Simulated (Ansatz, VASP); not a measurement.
One calculation of WC, two programs

```
W C
1.0
     2.91014    0.00000    0.00000
    -1.45507    2.52025    0.00000
     0.00000    0.00000    2.83840
W C
1 1
Direct
  0.00000 0.00000 0.00000
  0.66667 0.33333 0.50000
```

Change from the starting cell: volume scaled by 1.01, PAW files.

Alike in both runs: task electric field gradients; functional PBE; k mesh 13 × 13 × 12; occupations fermi-dirac, width 0.05 eV; no spin polarisation.

|  | VASP | Ansatz |
| --- | --- | --- |
| version | VASP 6.6.1 | Ansatz 0.2.0 |
| potentials or method | VASP PAW PBE potentials, release 64 (W_sv, C) | PAW with Ansatz's default frozen-core files, scalar-relativistic |
| plane-wave cutoff (eV) | 520 | 420 |
| valence electrons in the cell | 18 | 18 |

|  | VASP | Ansatz | Ansatz less VASP |
| --- | --- | --- | --- |
| pressure (GPa) | 5.4 | 4.3 | -1.12 |
| traceless stress, the component that is largest in VASP (GPa) | -0.10 | -0.31 | -0.214 |
| size of Vzz on the site where it differs most (V/Å²) | 140.5 | 136.5 | -4.01 |

Neither program's run includes spin-orbit coupling.
